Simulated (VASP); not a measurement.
# NaI (I4mm) in VASP: a series of runs

Runs on NaI. Level: PBE. Tasks: single point.

Everything below comes from runs of VASP 6.6.1. Logs are shortened: lines on timing, memory, paths and dates and some standing lists are left out, and cuts for length are marked.

## 1. The cell of the first run

It takes space group I4mm (No. 107, tetragonal). Conventional cell: a = 4.577 Å, b = 4.577 Å, c = 6.473 Å, α = 90.00°, β = 90.00°, γ = 90.00°. Within 4.1 Å of Na (site symmetry 4mm) lie 6 I at 3.11 to 3.36 Å. Within 4.1 Å of I (site symmetry 4mm) lie 6 Na at 3.11 to 3.36 Å.

## 2. Single point, PBE (all I atoms moved +0.125 Å, as atom 2 along Cartesian [0 1 0])

File INCAR:

```
PREC = Accurate ; ENCUT = 520
EDIFF = 1E-6 ; ISMEAR = 0
SIGMA = 0.05 ; LREAL = False
LASPH = True ; NELM = 100
ALGO = Normal ; ISIF = 2
LWAVE = False ; LCHARG = False
GGA = PE ; NBANDS = 14
```

File KPOINTS:

```
Automatic mesh
0
Gamma
  6 6 6
```

File POSCAR:

```
NaI
1.0
    0.0000000000      3.2364000000      3.2364000000
    3.2364000000      0.0000000000      3.2364000000
    3.2364000000      3.2364000000      0.0000000000
Na I
1 1
Direct
    0.0000000000      0.0000000000      0.0000000000
    0.5193115808      0.4806884192      0.5193115808
```

Potentials or basis: VASP PAW PBE potentials, release 64 (Na_pv, I).

On the command line:

```bash
$ cat potpaw_PBE.64/Na_pv/POTCAR potpaw_PBE.64/I/POTCAR > POTCAR
$ mpirun -np 1 vasp_std > vasp.out
```

OUTCAR:

```text
PREC = Accurate
   ENCUT = 520
   EDIFF = 1E-6
   ISMEAR = 0
   LREAL = False
   LASPH = True
   NELM = 100
   ISIF = 2
   GGA = PE

 ion  position               nearest neighbor table
   1  0.000  0.000  0.000-   2 3.11
   2  0.519  0.481  0.519-   1 3.11

  LATTYP: Found a face centered cubic cell.
 ALAT       =     6.4728000000

  Lattice vectors:

 A1 = (   0.0000000000,   3.2364000000,   3.2364000000)
 A2 = (   3.2364000000,   0.0000000000,   3.2364000000)
 A3 = (   3.2364000000,   3.2364000000,   0.0000000000)

Analysis of symmetry for initial positions (statically):
=====================================================================
 Subroutine PRICEL returns:
 Original cell was already a primitive cell.

 Routine SETGRP: Setting up the symmetry group for a
 face centered cubic supercell.

 Subroutine GETGRP returns: Found  8 space group operations
 (whereof  8 operations were pure point group operations)
 out of a pool of 48 trial point group operations.

The static configuration has the point symmetry C_4v.

Analysis of symmetry for dynamics (positions and initial velocities):
=====================================================================
 Subroutine PRICEL returns:
 Original cell was already a primitive cell.

 Routine SETGRP: Setting up the symmetry group for a
 face centered cubic supercell.

 Subroutine GETGRP returns: Found  8 space group operations
 (whereof  8 operations were pure point group operations)
 out of a pool of 48 trial point group operations.

The dynamic configuration has the point symmetry C_4v.

 Subroutine INISYM returns: Found  8 space group operations
 (whereof  8 operations are pure point group operations),
 and found     1 'primitive' translations

----------------------------------------------------------------------------------------

                                     Primitive cell

  volume of cell :      67.7980

  direct lattice vectors                    reciprocal lattice vectors
     0.000000000  3.236400000  3.236400000    -0.154492646  0.154492646  0.154492646
     3.236400000  0.000000000  3.236400000     0.154492646 -0.154492646  0.154492646
     3.236400000  3.236400000  0.000000000     0.154492646  0.154492646 -0.154492646

  length of vectors
     4.576960773  4.576960773  4.576960773     0.267589113  0.267589113  0.267589113

  position of ions in fractional coordinates (direct lattice)
     0.000000000  0.000000000  0.000000000
     0.519311581  0.480688419  0.519311581

  ion indices of the primitive-cell ions
[... 80 lines left out ...]
   NFREE  =      0    steps in history (QN), initial steepest desc. (CG)
   ISIF   =      2    stress and relaxation
   ISYM   =      2    0-nonsym 1-usesym 2-fastsym
   POTIM  = 0.5000    time-step for ionic-motion
   TEBEG  =    0.0;   TEEND  =   0.0 temperature during run
   PSTRESS=    0.0 pullay stress
   NELECT =      14.0000    total number of electrons
   NUPDOWN=      -1.0000    fix difference up-down
   EMIN   =  10.00;   EMAX   =-10.00  energy-range for DOS
   EFERMI =   0.00;   METHOD = LEGACY
   ISMEAR =     0;   SIGMA  =   0.05  broadening in eV -4-tet -1-fermi 0-gaus
   EFERMI_NEDOS =   21; number of points for ismear=-14 and -15
   IALGO  =     38    algorithm
   IMIX   =      4    mixing-type and parameters
     AMIX     =   0.40;   BMIX     =  1.00
     AMIX_MAG =   1.60;   BMIX_MAG =  1.00
  volume/ion in A,a.u.               =      33.90       228.76
  Fermi-wavevector in a.u.,A,eV,Ry     =   0.967636  1.828567 12.739397  0.936319
  Thomas-Fermi vector in A             =   2.097538
   LORBIT       =      0    0 simple, 1 ext, 2 COOP (PROOUT), +10 PAW based schemes
   GGA     = PE    functional components
   LHFCALC =     F    Hartree Fock is set to
   AEXX    =    0.0000 exact exchange contribution
   IVDW    =     0    specifies the selected vdW correction
   LEPSILON=     F    determine dielectric tensor
   LRPA    =     F    only Hartree local field effects (RPA)
 non-spin polarized calculation
 Gauss-broadening in eV      SIGMA  =   0.05
  energy-cutoff  :      520.00
  volume of cell :       67.80
 maximum number of plane-waves:      1853
 NGX is ok and might be reduce to    36
   NGX = 17   NGY = 17   NGZ = 17

 number of electron      13.9999992 magnetization

 Free energy of the ion-electron system (eV)
  ---------------------------------------------------
  ext. energy  EPLUGINS =         0.00000000
  ---------------------------------------------------
  free energy    TOTEN  =        -5.37771929 eV

  energy without entropy =       -5.37771929  energy(sigma->0) =       -5.37771929

 E-fermi :   1.1220     XC(G=0):  -7.7026

 val. band max:        0.8055745510   @ k =   0.0000   0.0000   0.0000
 cond. band min:       4.4489207777   @ k =   0.0000   0.0000   0.0000
 fundamental gap:      3.6433462268
 Fermi energy:         1.1220464659

 k-point     1 :       0.0000    0.0000    0.0000
  band No.  band energies     occupation
      1     -21.6293      2.00000
      2     -21.6287      2.00000
      3     -21.6287      2.00000
      4     -10.2128      2.00000
      5       0.7995      2.00000
      6       0.8056      2.00000
      7       0.8056      2.00000
      8       4.4489      0.00000
      9       8.7352      0.00000
     10       8.7352      0.00000
     11       8.7418      0.00000
     12      10.5571      0.00000
     13      10.5721      0.00000
     14      11.2332      0.00000
[... 377 lines left out ...]
      1     -21.6323      2.00000
      2     -21.6311      2.00000
      3     -21.6296      2.00000
      4      -9.8880      2.00000
      5      -0.8734      2.00000
      6      -0.1104      2.00000
      7       0.2988      2.00000
      8       6.7262      0.00000
      9       7.5416      0.00000
     10       7.8048      0.00000
     11       9.8230      0.00000
     12      10.9205      0.00000
     13      12.9723      0.00000
     14      13.6992      0.00000

 [... further k-points ...]
[... 5 lines left out ...]
  --------------------------------------------------------------------------------------
  -------------------------------------------------------------------------------------
  Total        0.1804032      0.3068901      0.1804032     -0.0000000      0.0000000      0.0000000
  in kB        4.2632247      7.2523188      4.2632247     -0.0000000      0.0000000      0.0000000
  external PRESSURE =       5.2595894 kB  Pullay stress =       0.0000000 kB

 VOLUME and BASIS-vectors are now :
 -----------------------------------------------------------------------------
  energy-cutoff  :      520.00
  volume of cell :       67.80
      direct lattice vectors                 reciprocal lattice vectors
     0.000000000  3.236400000  3.236400000    -0.154492646  0.154492646  0.154492646
     3.236400000  0.000000000  3.236400000     0.154492646 -0.154492646  0.154492646
     3.236400000  3.236400000  0.000000000     0.154492646  0.154492646 -0.154492646

 POSITION                                       TOTAL-FORCE (eV/Angst)
 -----------------------------------------------------------------------------------
      0.00000      0.00000      0.00000         0.000000      0.118780      0.000000
      3.23640      3.36140      3.23640         0.000000     -0.118780      0.000000
 -----------------------------------------------------------------------------------
    total drift:                                0.000000     -0.000207      0.000000

  FREE ENERGIE OF THE ION-ELECTRON SYSTEM (eV)
  ---------------------------------------------------
  free  energy   TOTEN  =        -5.3777192924 eV

  energy  without entropy=       -5.3777192924  energy(sigma->0) =       -5.37771929
```

OSZICAR:

```text
N       E                     dE             d eps       ncg     rms          rms(c)
DAV:   1     0.845559729638E+02    0.84556E+02   -0.66187E+03   840   0.889E+02
DAV:   2     0.122757827081E+01   -0.83328E+02   -0.78145E+02   900   0.222E+02
DAV:   3    -0.528794477976E+01   -0.65155E+01   -0.64792E+01  1068   0.606E+01
DAV:   4    -0.544227663008E+01   -0.15433E+00   -0.15430E+00  1066   0.959E+00
DAV:   5    -0.544612600498E+01   -0.38494E-02   -0.38493E-02  1160   0.147E+00    0.163E+00
DAV:   6    -0.538437923999E+01    0.61747E-01   -0.71525E-02  1002   0.155E+00    0.110E+00
DAV:   7    -0.537563549706E+01    0.87437E-02   -0.65811E-02  1098   0.131E+00    0.614E-01
DAV:   8    -0.537774072919E+01   -0.21052E-02   -0.53145E-03   984   0.572E-01    0.174E-01
DAV:   9    -0.537770331822E+01    0.37411E-04   -0.20148E-04  1062   0.124E-01    0.391E-02
DAV:  10    -0.537771853351E+01   -0.15215E-04   -0.37677E-05  1038   0.617E-02    0.123E-02
DAV:  11    -0.537771929235E+01   -0.75884E-06   -0.47233E-06  1092   0.215E-02
   1 F= -.53777193E+01 E0= -.53777193E+01  d E =-.115490E-20
```

It used 53 s of CPU time on 1 thread of AMD EPYC 7R13 Processor (Zen 3) (shared host).

Results:

| Quantity | Value |
| --- | --- |
| Free energy | -5.3777 eV |
| Pressure | 0.5 GPa |
| Largest force | 0.119 eV/Å |
| Band gap on the k mesh | 3.64 eV, direct |

Forces in eV/Å, atoms in the order of the input:
```
Na   0.000  0.119  0.000
I    0.000 -0.119  0.000
```

Levels at points of the mesh, in eV from the valence-band top:
| k point | band 3 | band 4 | band 5 | band 6 | band 7 | band 8 | band 9 | band 10 | band 11 | band 12 |
| --- | --- | --- | --- | --- | --- | --- | --- | --- | --- | --- |
| (0.00, 0.00, 0.00) | -22.43 | -11.02 | -0.01 | 0.00 | 0.00 | 3.64 | 7.93 | 7.93 | 7.94 | 9.75 |
| (0.50, 0.00, 0.00) | -22.43 | -10.70 | -2.18 | -0.28 | -0.28 | 5.09 | 7.45 | 7.45 | 8.73 | 10.31 |
| (0.50, 0.50, 0.00) | -22.44 | -10.63 | -1.90 | -0.75 | -0.74 | 4.50 | 5.55 | 9.87 | 11.31 | 11.31 |
| (0.50, 0.00, 0.50) | -22.44 | -10.63 | -1.90 | -0.74 | -0.74 | 4.50 | 5.56 | 9.87 | 11.31 | 11.31 |

Caveat: the cell differs from its parent crystal (all I atoms moved +0.125 Å, as atom 2 along Cartesian [0 1 0]); spin-orbit coupling is left out, which moves the levels of the heavy elements.

## 3. Single point, PBE (all I atoms moved +0.438 Å, as atom 2 along Cartesian [0 1 0])

File INCAR:

```
SYSTEM = NaI
PREC = Accurate
ENCUT = 520
EDIFF = 1E-6
ISMEAR = 0
SIGMA = 0.05
LREAL = .FALSE.
LASPH = .TRUE.
NELM = 80
ALGO = Normal
ISIF = 2
LWAVE = .FALSE.
LCHARG = .FALSE.
GGA = PE
NBANDS = 14
```

File KPOINTS:

```
regular mesh
0
G
  6 6 6
  0 0 0
```

Edit POSCAR of step 2 so:

```diff
@@ -9,2 +9,2 @@
     0.0000000000      0.0000000000      0.0000000000
-    0.5193115808      0.4806884192      0.5193115808
+    0.5675905327      0.4324094673      0.5675905327
```

Potentials or basis: VASP PAW PBE potentials, release 64 (Na_pv, I).

On the command line:

```bash
$ cat potpaw_PBE.64/Na_pv/POTCAR potpaw_PBE.64/I/POTCAR > POTCAR
$ mpirun -np 1 vasp_std > vasp.out
```

OUTCAR:

```text
SYSTEM = NaI
   PREC = Accurate
   ENCUT = 520
   EDIFF = 1E-6
   ISMEAR = 0
   LREAL = .FALSE.
   LASPH = .TRUE.
   NELM = 80
   ISIF = 2
   GGA = PE

 ion  position               nearest neighbor table
   1  0.000  0.000  0.000-   2 2.80
   2  0.568  0.432  0.568-   1 2.80

  LATTYP: Found a face centered cubic cell.
 ALAT       =     6.4728000000

  Lattice vectors:

 A1 = (   0.0000000000,   3.2364000000,   3.2364000000)
 A2 = (   3.2364000000,   0.0000000000,   3.2364000000)
 A3 = (   3.2364000000,   3.2364000000,   0.0000000000)

Analysis of symmetry for initial positions (statically):
=====================================================================
 Subroutine PRICEL returns:
 Original cell was already a primitive cell.

 Routine SETGRP: Setting up the symmetry group for a
 face centered cubic supercell.

 Subroutine GETGRP returns: Found  8 space group operations
 (whereof  8 operations were pure point group operations)
 out of a pool of 48 trial point group operations.

The static configuration has the point symmetry C_4v.

Analysis of symmetry for dynamics (positions and initial velocities):
=====================================================================
 Subroutine PRICEL returns:
 Original cell was already a primitive cell.

 Routine SETGRP: Setting up the symmetry group for a
 face centered cubic supercell.

 Subroutine GETGRP returns: Found  8 space group operations
 (whereof  8 operations were pure point group operations)
 out of a pool of 48 trial point group operations.

The dynamic configuration has the point symmetry C_4v.

 Subroutine INISYM returns: Found  8 space group operations
 (whereof  8 operations are pure point group operations),
 and found     1 'primitive' translations

----------------------------------------------------------------------------------------

                                     Primitive cell

  volume of cell :      67.7980

  direct lattice vectors                    reciprocal lattice vectors
[... 112 lines left out ...]
   GGA     = PE    functional components
   LHFCALC =     F    Hartree Fock is set to
   AEXX    =    0.0000 exact exchange contribution
   IVDW    =     0    specifies the selected vdW correction
   LEPSILON=     F    determine dielectric tensor
   LRPA    =     F    only Hartree local field effects (RPA)
 non-spin polarized calculation
 Gauss-broadening in eV      SIGMA  =   0.05
  energy-cutoff  :      520.00
  volume of cell :       67.80
 maximum number of plane-waves:      1853
 NGX is ok and might be reduce to    36
   NGX = 17   NGY = 17   NGZ = 17

 number of electron      13.9999993 magnetization

 Free energy of the ion-electron system (eV)
  ---------------------------------------------------
  ext. energy  EPLUGINS =         0.00000000
  ---------------------------------------------------
  free energy    TOTEN  =        -5.26558100 eV

  energy without entropy =       -5.26558100  energy(sigma->0) =       -5.26558100

 E-fermi :   1.0779     XC(G=0):  -7.6785

 val. band max:        0.7938256332   @ k =   0.0000   0.0000   0.0000
 cond. band min:       4.4648420986   @ k =   0.0000   0.0000   0.0000
 fundamental gap:      3.6710164654
 Fermi energy:         1.0779034884

 k-point     1 :       0.0000    0.0000    0.0000
  band No.  band energies     occupation
      1     -21.6037      2.00000
      2     -21.5914      2.00000
      3     -21.5914      2.00000
      4     -10.2317      2.00000
      5       0.7330      2.00000
      6       0.7938      2.00000
      7       0.7938      2.00000
      8       4.4648      0.00000
      9       8.7246      0.00000
     10       8.7246      0.00000
     11       8.8033      0.00000
     12      10.5847      0.00000
     13      10.7698      0.00000
     14      11.1439      0.00000
[... 377 lines left out ...]
      1     -21.6060      2.00000
      2     -21.5949      2.00000
      3     -21.5923      2.00000
      4      -9.9091      2.00000
      5      -0.8701      2.00000
      6      -0.1450      2.00000
      7       0.2962      2.00000
      8       6.7641      0.00000
      9       7.4953      0.00000
     10       7.8201      0.00000
     11       9.8714      0.00000
     12      10.9114      0.00000
     13      13.0246      0.00000
     14      13.6516      0.00000

 [... further k-points ...]
[... 5 lines left out ...]
  --------------------------------------------------------------------------------------
  -------------------------------------------------------------------------------------
  Total        0.1032377      1.8165770      0.1032377     -0.0000000      0.0000000      0.0000000
  in kB        2.4396776     42.9287090      2.4396776     -0.0000000      0.0000000      0.0000000
  external PRESSURE =      15.9360214 kB  Pullay stress =       0.0000000 kB

 VOLUME and BASIS-vectors are now :
 -----------------------------------------------------------------------------
  energy-cutoff  :      520.00
  volume of cell :       67.80
      direct lattice vectors                 reciprocal lattice vectors
     0.000000000  3.236400000  3.236400000    -0.154492646  0.154492646  0.154492646
     3.236400000  0.000000000  3.236400000     0.154492646 -0.154492646  0.154492646
     3.236400000  3.236400000  0.000000000     0.154492646  0.154492646 -0.154492646

 POSITION                                       TOTAL-FORCE (eV/Angst)
 -----------------------------------------------------------------------------------
      0.00000      0.00000      0.00000         0.000000      0.707647      0.000000
      3.23640      3.67390      3.23640         0.000000     -0.707647      0.000000
 -----------------------------------------------------------------------------------
    total drift:                                0.000001     -0.000125      0.000001

  FREE ENERGIE OF THE ION-ELECTRON SYSTEM (eV)
  ---------------------------------------------------
  free  energy   TOTEN  =        -5.2655810032 eV

  energy  without entropy=       -5.2655810032  energy(sigma->0) =       -5.26558100
```

It used 49 s of CPU time on 1 thread of AMD EPYC 7R13 Processor (Zen 3), on a shared host.

What came out:

| Property | Result |
| --- | --- |
| Free energy | -5.2656 eV |
| Pressure | 1.6 GPa |
| Largest force | 0.708 eV/Å |
| Band gap on the k mesh | 3.67 eV, direct |

Forces in eV/Å, atoms in the order of the input:
```
Na   0.000  0.708  0.000
I    0.000 -0.708  0.000
```

Stress tensor (GPa, compression positive):
```
0.24 0.00 0.00
0.00 4.29 0.00
0.00 0.00 0.24
```

Caveat: the cell differs from its parent crystal (all I atoms moved +0.438 Å, as atom 2 along Cartesian [0 1 0]); spin-orbit coupling is left out, which moves the levels of the heavy elements.
